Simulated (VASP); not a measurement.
# Ti (Im-3m) in VASP: settings compared

Aim: see how the results for Ti move with the level of theory and the settings. Levels: LDA, r2SCAN. Tasks: single point.

All numbers are computed with VASP 6.6.1; they aren't measurements. Logs are shortened: lines on timing, memory, paths and dates and some standing lists are left out, and cuts for length are marked.

### Step 1. The cell of the first run

Symmetry: Im-3m, No. 229, cubic system. The conventional cell has a = 3.346 Å, b = 3.346 Å, c = 3.346 Å, α = 90.00°, β = 90.00°, γ = 90.00°. Ti (site symmetry m-3m) has 14 Ti at 2.90 to 3.35 Å within 3.8 Å.

### Step 2. Single point, LDA

INCAR reads:

```
PREC     = Accurate       # precision mode
ENCUT    = 520            # plane-wave cutoff, eV
EDIFF    = 1E-6           # SCF threshold, eV
ISMEAR   = -1             # smearing method
SIGMA    = 0.05           # smearing width, eV
LREAL    = F              # projectors in reciprocal space
LASPH    = T              # aspherical terms in the spheres
NELM     = 80             # most SCF steps
ALGO     = Normal         # electronic algorithm
ISIF     = 2              # what is computed and relaxed
LWAVE    = F              # write WAVECAR
LCHARG   = F              # write CHGCAR
NBANDS   = 12             # bands
```

KPOINTS reads:

```
regular mesh
0
Gamma
  11 11 11
```

POSCAR reads:

```
Ti
1.0
   -1.6731846416      1.6731846416      1.6731846416
    1.6731846416     -1.6731846416      1.6731846416
    1.6731846416      1.6731846416     -1.6731846416
Ti
1
Direct
    0.0000000000      0.0000000000      0.0000000000
```

Potentials or basis: VASP PAW LDA potentials, release 64 (Ti_sv).

Run with:

```sh
$ cat potpaw_LDA.64/Ti_sv/POTCAR > POTCAR
$ mpirun -np 1 vasp_std > vasp.out
```

OUTCAR:

```text
PREC = Accurate
   ENCUT = 520
   EDIFF = 1E-6
   ISMEAR = -1
   LREAL = F
   LASPH = T
   NELM = 80
   ISIF = 2

 ion  position               nearest neighbor table
   1  0.000  0.000  0.000-

  LATTYP: Found a body centered cubic cell.
 ALAT       =     3.3463692832

  Lattice vectors:

 A1 = (  -1.6731846416,   1.6731846416,   1.6731846416)
 A2 = (   1.6731846416,  -1.6731846416,   1.6731846416)
 A3 = (   1.6731846416,   1.6731846416,  -1.6731846416)

Analysis of symmetry for initial positions (statically):
=====================================================================
 Subroutine PRICEL returns:
 Original cell was already a primitive cell.

 Routine SETGRP: Setting up the symmetry group for a
 body centered cubic supercell.

 Subroutine GETGRP returns: Found 48 space group operations
[... 9 lines left out ...]

 Routine SETGRP: Setting up the symmetry group for a
 body centered cubic supercell.

 Subroutine GETGRP returns: Found 48 space group operations
[... 11 lines left out ...]
                                     Primitive cell

  volume of cell :      18.7366

  direct lattice vectors                    reciprocal lattice vectors
    -1.673184642  1.673184642  1.673184642     0.000000000  0.298831335  0.298831335
     1.673184642 -1.673184642  1.673184642     0.298831335  0.000000000  0.298831335
     1.673184642  1.673184642 -1.673184642     0.298831335  0.298831335  0.000000000

  length of vectors
     2.898040810  2.898040810  2.898040810     0.422611327  0.422611327  0.422611327

  position of ions in fractional coordinates (direct lattice)
     0.000000000  0.000000000  0.000000000

  ion indices of the primitive-cell ions
   primitive index   ion index
                 1           1

----------------------------------------------------------------------------------------

 KPOINTS: regular mesh

Automatic generation of k-mesh.
 Grid dimensions read from file:
 generate k-points for:   11   11   11

 Generating k-lattice:

  Cartesian coordinates                     Fractional coordinates (reciprocal lattice)
     0.000000000  0.027166485  0.027166485     0.090909091  0.000000000  0.000000000
     0.027166485  0.000000000  0.027166485     0.000000000  0.090909091  0.000000000
     0.027166485  0.027166485  0.000000000     0.000000000  0.000000000  0.090909091

  Length of vectors
     0.038419212  0.038419212  0.038419212

  Shift w.r.t. Gamma in fractional coordinates (k-lattice)
     0.000000000  0.000000000  0.000000000

 Subroutine IBZKPT returns following result:
 ===========================================

 Found     56 irreducible k-points:

 Following reciprocal coordinates:
            Coordinates               Weight
  0.000000  0.000000  0.000000      1.000000
  0.090909  0.000000  0.000000     12.000000
  0.181818  0.000000  0.000000     12.000000
  0.272727  0.000000  0.000000     12.000000
  0.363636  0.000000  0.000000     12.000000
  0.454545  0.000000  0.000000     12.000000
[... 16 lines left out ...]
  0.272727  0.181818  0.090909     48.000000
  0.363636  0.181818  0.090909     24.000000
 [... further k-points ...]
   k-points           NKPTS =     56   k-points in BZ     NKDIM =     56   number of bands    NBANDS=     12
   number of dos      NEDOS =    301   number of ions     NIONS =      1
   total plane-waves  NPLWV =  13824
   dimension x,y,z NGX =    24 NGY =   24 NGZ =   24
   dimension x,y,z NGXF=    48 NGYF=   48 NGZF=   48
   ions per type =               1
   NGX,Y,Z   is equivalent  to a cutoff of  13.77, 13.77, 13.77 a.u.
   NGXF,Y,Z  is equivalent  to a cutoff of  27.54, 27.54, 27.54 a.u.
 SYSTEM =  unknown system
   PREC   = accura    normal or accurate (medium, high low for compatibility)
   ISTART =      0    job   : 0-new  1-cont  2-samecut
   ICHARG =      2    charge: 1-file 2-atom 10-const
   ISPIN  =      1    spin polarized calculation?
   LNONCOLLINEAR =      F non collinear calculations
   LSORBIT =      F    spin-orbit coupling
   LASPH  =      T    aspherical Exc in radial PAW
   ENCUT  =  520.0 eV  38.22 Ry    6.18 a.u.   5.39  5.39  5.39*2*pi/ulx,y,z
   NELM   =     80;   NELMIN=  2; NELMDL= -5     # of ELM steps
   EDIFF  = 0.1E-05   stopping-criterion for ELM
   LREAL  =      F    real-space projection
   EDIFFG = 0.1E-04   stopping-criterion for IOM
   NSW    =      0    number of steps for IOM
   IBRION =     -1    ionic relax: 0-MD 1-quasi-New 2-CG
   NFREE  =      0    steps in history (QN), initial steepest desc. (CG)
   ISIF   =      2    stress and relaxation
   ISYM   =      2    0-nonsym 1-usesym 2-fastsym
   POTIM  = 0.5000    time-step for ionic-motion
   TEBEG  =    0.0;   TEEND  =   0.0 temperature during run
   PSTRESS=    0.0 pullay stress
   NELECT =      12.0000    total number of electrons
   NUPDOWN=      -1.0000    fix difference up-down
   EMIN   =  10.00;   EMAX   =-10.00  energy-range for DOS
   EFERMI =   0.00;   METHOD = LEGACY
   ISMEAR =    -1;   SIGMA  =   0.05  broadening in eV -4-tet -1-fermi 0-gaus
   EFERMI_NEDOS =   21; number of points for ismear=-14 and -15
   IALGO  =     38    algorithm
   IMIX   =      4    mixing-type and parameters
     AMIX     =   0.40;   BMIX     =  1.00
     AMIX_MAG =   1.60;   BMIX_MAG =  1.00
  volume/ion in A,a.u.               =      18.74       126.44
  Fermi-wavevector in a.u.,A,eV,Ry     =   1.411144  2.666676 27.093660  1.991328
  Thomas-Fermi vector in A             =   2.533026
   LORBIT       =      0    0 simple, 1 ext, 2 COOP (PROOUT), +10 PAW based schemes
   GGA     = CA    functional components
   LHFCALC =     F    Hartree Fock is set to
   AEXX    =    0.0000 exact exchange contribution
   IVDW    =     0    specifies the selected vdW correction
   LEPSILON=     F    determine dielectric tensor
   LRPA    =     F    only Hartree local field effects (RPA)
 non-spin polarized calculation
  energy-cutoff  :      520.00
  volume of cell :       18.74
 maximum number of plane-waves:       531
 NGX is ok and might be reduce to    24
   NGX = 11   NGY = 11   NGZ = 11

 number of electron      12.0000002 magnetization

 Free energy of the ion-electron system (eV)
  ---------------------------------------------------
  ext. energy  EPLUGINS =         0.00000000
  ---------------------------------------------------
  free energy    TOTEN  =        -8.31564463 eV

  energy without entropy =       -8.29158155  energy(sigma->0) =       -8.30361309

 E-fermi :   7.0773     XC(G=0): -11.4214

 val. band max:        7.0720192638   @ k =  -0.4545  -0.4545   0.0909
 cond. band min:       7.0894201838   @ k =  -0.4545  -0.4545   0.0909
 fundamental gap:      0.0174009201
 Fermi energy:         7.0772803068

 k-point     1 :       0.0000    0.0000    0.0000
  band No.  band energies     occupation
      1     -48.8876      2.00000
      2     -25.1949      2.00000
      3     -25.1949      2.00000
      4     -25.1949      2.00000
      5       1.3757      2.00000
      6       7.9665      0.00000
      7       7.9665      0.00000
      8       7.9665      0.00000
      9       9.5814      0.00000
     10       9.5814      0.00000
     11      24.0461      0.00000
     12      24.0461      0.00000

 k-point     2 :       0.0909    0.0000    0.0000
  band No.  band energies     occupation
      1     -48.8796      2.00000
      2     -25.2395      2.00000
      3     -25.2089      2.00000
      4     -25.1951      2.00000
      5       1.6384      2.00000
      6       7.8539      0.00000
      7       7.9317      0.00000
      8       8.1526      0.00000
      9       9.4601      0.00000
     10       9.5891      0.00000
     11      23.5184      0.00000
     12      23.9634      0.00000

 k-point     3 :       0.1818    0.0000    0.0000
  band No.  band energies     occupation
      1     -48.8580      2.00000
      2     -25.3578      2.00000
      3     -25.2463      2.00000
      4     -25.1956      2.00000
      5       2.3794      2.00000
      6       7.5660      0.00011
      7       7.7444      0.00000
      8       8.6817      0.00000
      9       9.3002      0.00000
     10       9.6214      0.00000
     11      21.8704      0.00000
     12      23.2613      0.00000

 k-point     4 :       0.2727    0.0000    0.0000
  band No.  band energies     occupation
      1     -48.8295      2.00000
      2     -25.5100      2.00000
      3     -25.2949      2.00000
      4     -25.1963      2.00000
      5       3.4285      2.00000
      6       7.2154      0.11883
      7       7.4375      0.00148
      8       9.3444      0.00000
      9       9.4582      0.00000
     10       9.6916      0.00000
     11      19.4527      0.00000
     12      21.9701      0.00000

 k-point     5 :       0.3636    0.0000    0.0000
  band No.  band energies     occupation
      1     -48.8033      2.00000
      2     -25.6471      2.00000
      3     -25.3393      2.00000
      4     -25.1969      2.00000
      5       4.3785      2.00000
      6       6.9156      1.92412
      7       7.4574      0.00100
      8       9.4877      0.00000
      9       9.7870      0.00000
     10      10.2915      0.00000
     11      17.0124      0.00000
     12      20.8068      0.00000
[... 228 lines left out ...]
      1     -48.8717      2.00000
      2     -25.2540      2.00000
      3     -25.2231      2.00000
      4     -25.2231      2.00000
      5       1.8951      2.00000
      6       7.9326      0.00000
      7       7.9326      0.00000
      8       8.1557      0.00000
      9       9.1652      0.00000
     10       9.7305      0.00000
     11      23.0331      0.00000
     12      24.3205      0.00000

 k-point    22 :       0.1818    0.1818    0.0909
  band No.  band energies     occupation
      1     -48.8014      2.00000
      2     -25.6124      2.00000
      3     -25.3293      2.00000
      4     -25.2642      2.00000
      5       4.8858      2.00000
      6       6.7157      1.99855
      7       6.8161      1.98929
      8       9.5794      0.00000
      9       9.7949      0.00000
     10      11.1099      0.00000
     11      18.5270      0.00000
     12      18.5966      0.00000

 k-point    23 :       0.2727    0.1818    0.0909
  band No.  band energies     occupation
      1     -48.7861      2.00000
      2     -25.6381      2.00000
      3     -25.4007      2.00000
      4     -25.2769      2.00000
      5       5.6062      2.00000
      6       6.5700      1.99992
      7       6.8603      1.97424
      8       9.6791      0.00000
      9       9.8801      0.00000
     10      12.1846      0.00000
     11      16.1932      0.00000
     12      17.7961      0.00000

 k-point    24 :       0.3636    0.1818    0.0909
  band No.  band energies     occupation
      1     -48.7804      2.00000
      2     -25.6392      2.00000
      3     -25.4370      2.00000
      4     -25.2803      2.00000
      5       5.7269      2.00000
      6       6.5368      1.99996
      7       7.1003      0.77422
      8       9.7311      0.00000
      9       9.9052      0.00000
     10      12.9155      0.00000
     11      14.9283      0.00000
     12      17.4963      0.00000

 [... further k-points ...]
[... 5 lines left out ...]
  --------------------------------------------------------------------------------------
  -------------------------------------------------------------------------------------
  Total       -1.7658461     -1.7658461     -1.7658461      0.0000000     -0.0000000      0.0000000
  in kB     -150.9982195   -150.9982195   -150.9982195      0.0000000     -0.0000000      0.0000000
  external PRESSURE =    -150.9982195 kB  Pullay stress =       0.0000000 kB

 VOLUME and BASIS-vectors are now :
 -----------------------------------------------------------------------------
  energy-cutoff  :      520.00
  volume of cell :       18.74
      direct lattice vectors                 reciprocal lattice vectors
    -1.673184642  1.673184642  1.673184642     0.000000000  0.298831335  0.298831335
     1.673184642 -1.673184642  1.673184642     0.298831335  0.000000000  0.298831335
     1.673184642  1.673184642 -1.673184642     0.298831335  0.298831335  0.000000000

 POSITION                                       TOTAL-FORCE (eV/Angst)
 -----------------------------------------------------------------------------------
      0.00000      0.00000      0.00000         0.000000      0.000000      0.000000
 -----------------------------------------------------------------------------------
    total drift:                                0.000000      0.000000     -0.000000

  FREE ENERGIE OF THE ION-ELECTRON SYSTEM (eV)
  ---------------------------------------------------
  free  energy   TOTEN  =        -8.3156446289 eV

  energy  without entropy=       -8.2915815521  energy(sigma->0) =       -8.30361309
```

Run time: 5.8 s. Hardware: 1 thread of Intel Xeon 6975P-C (Granite Rapids), shared host; peak memory 0.13 GiB.

What came out:

- Free energy: -8.3156 eV
- Pressure: -15.1 GPa
- Band gap on the k mesh: zero (band 6 reaches 7.99 eV, above the bottom of band 7 at 6.54 eV)

Levels at points of the mesh, in eV from the Fermi level:
```tsv
k point	band 3	band 4	band 5	band 6	band 7	band 8	band 9	band 10
(0.00, 0.00, 0.00)	-32.27	-32.27	-5.70	0.89	0.89	0.89	2.50	2.50
```

### Step 3. Single point, r2SCAN

This run uses another cell than the first one, of 16.62 Å³/atom, 0.887 times its volume.

POSCAR reads:

```
Ti
1.0
   -1.6075008044      1.6075008044      1.6075008044
    1.6075008044     -1.6075008044      1.6075008044
    1.6075008044      1.6075008044     -1.6075008044
Ti
1
Direct
    0.0000000000      0.0000000000      0.0000000000
```

INCAR.step1 reads:

```
SYSTEM = Ti
PREC = Accurate ; ENCUT = 520
ISMEAR = -1 ; SIGMA = 0.05
LREAL = .FALSE. ; LASPH = .TRUE.
NELM = 80 ; NBANDS = 12
GGA = PE ; ALGO = Normal
EDIFF = 1E-4 ; LWAVE = .TRUE.
LCHARG = .FALSE.
```

INCAR.step2 reads:

```
SYSTEM = Ti
PREC = Accurate ; ENCUT = 520
EDIFF = 1E-6 ; ISMEAR = -1
SIGMA = 0.05 ; LREAL = .FALSE.
LASPH = .TRUE. ; NELM = 80
ALGO = Normal ; ISIF = 2
LWAVE = .FALSE. ; LCHARG = .FALSE.
METAGGA = R2SCAN ; LMIXTAU = .TRUE.
NBANDS = 12 ; ISTART = 1
```

KPOINTS reads:

```
regular mesh
0
G
  11 11 11
  0 0 0
```

Potentials or basis: VASP PAW PBE potentials, release 64 (Ti_sv).

Run with:

```sh
$ cat potpaw_PBE.64/Ti_sv/POTCAR > POTCAR
$ cp INCAR.step1 INCAR
$ mpirun -np 1 vasp_std > vasp.out
$ cp INCAR.step2 INCAR
$ mpirun -np 1 vasp_std > vasp.out
```

It took 21 s on 1 thread of Intel Xeon 6975P-C (Granite Rapids), shared host; peak memory 0.14 GiB.

The run converged. Its results:

```yaml
Free_energy: -12.8114 eV
Pressure: 4.5 GPa
Band_gap_on_the_k_mesh: zero (band 6 reaches 9.78 eV, above the bottom of band 7 at 7.94 eV)
```

Levels at points of the mesh, in eV from the Fermi level:
```tsv
k point	band 2	band 3	band 4	band 5	band 6	band 7	band 8	band 9	band 10	band 11
(0.00, 0.00, 0.00)	-33.56	-33.56	-33.56	-6.42	1.19	1.19	1.19	3.07	3.07	18.41
```

Caveat: the PAW data sets were made with another functional, which shifts forces and pressure a little.

### Step 4. Single point, r2SCAN

This run uses another cell than the first one, of 17.32 Å³/atom, 0.925 times its volume.

POSCAR reads:

```
Ti
1.0
   -1.6299862453      1.6299862453      1.6299862453
    1.6299862453     -1.6299862453      1.6299862453
    1.6299862453      1.6299862453     -1.6299862453
Ti
1
Direct
    0.0000000000      0.0000000000      0.0000000000
```

INCAR.step1 reads:

```
SYSTEM = Ti
PREC     = Accurate       ! precision mode
ENCUT    = 520            ! plane-wave cutoff, eV
ISMEAR   = -1             ! smearing method
SIGMA    = 0.05           ! smearing width, eV
LREAL    = .False.        ! projectors in reciprocal space
LASPH    = .True.         ! aspherical terms in the spheres
NELM     = 80             ! most SCF steps
NBANDS   = 12             ! bands
GGA      = PE             ! functional
ALGO     = Normal         ! electronic algorithm
EDIFF    = 1E-4           ! SCF threshold, eV
LWAVE    = .True.         ! write WAVECAR
LCHARG   = .False.        ! write CHGCAR
```

INCAR.step2 reads:

```
SYSTEM = Ti
PREC     = Accurate       ! precision mode
ENCUT    = 520            ! plane-wave cutoff, eV
EDIFF    = 1E-6           ! SCF threshold, eV
ISMEAR   = -1             ! smearing method
SIGMA    = 0.05           ! smearing width, eV
LREAL    = .False.        ! projectors in reciprocal space
LASPH    = .True.         ! aspherical terms in the spheres
NELM     = 80             ! most SCF steps
ALGO     = Normal         ! electronic algorithm
ISIF     = 2              ! what is computed and relaxed
LWAVE    = .False.        ! write WAVECAR
LCHARG   = .True.         ! write CHGCAR
METAGGA  = R2SCAN         ! meta-GGA
LMIXTAU  = .True.       
LELF     = .True.         ! ELF
LVHAR    = .True.       
NBANDS   = 12             ! bands
ISTART   = 1
```

KPOINTS reads:

```
regular mesh
0
Gamma
  11 11 11
  0 0 0
```

Run with:

```sh
$ cat potpaw_PBE.64/Ti_sv/POTCAR > POTCAR
$ cp INCAR.step1 INCAR
$ mpirun -np 1 vasp_std > vasp.out
$ cp INCAR.step2 INCAR
$ mpirun -np 1 vasp_std > vasp.out
```

Wall time 23 s (1 thread of Intel Xeon 6975P-C (Granite Rapids), shared host); peak memory 0.14 GiB.

Results (log left out):

```
Free energy            : -12.8212 eV
Pressure               : -0.4 GPa
Band gap on the k mesh : zero (band 6 reaches 9.29 eV, above the bottom of band 7 at 7.54 eV)
```

Levels at points of the mesh, in eV from the Fermi level:
| k point | band 4 | band 5 | band 6 | band 7 | band 8 | band 9 |
| --- | --- | --- | --- | --- | --- | --- |
| (0.00, 0.00, 0.00) | -33.70 | -6.34 | 1.15 | 1.15 | 1.15 | 2.93 |

Caveat: the PAW data sets were made with another functional, which shifts forces and pressure a little.

(Continued in part 2 of 2.)
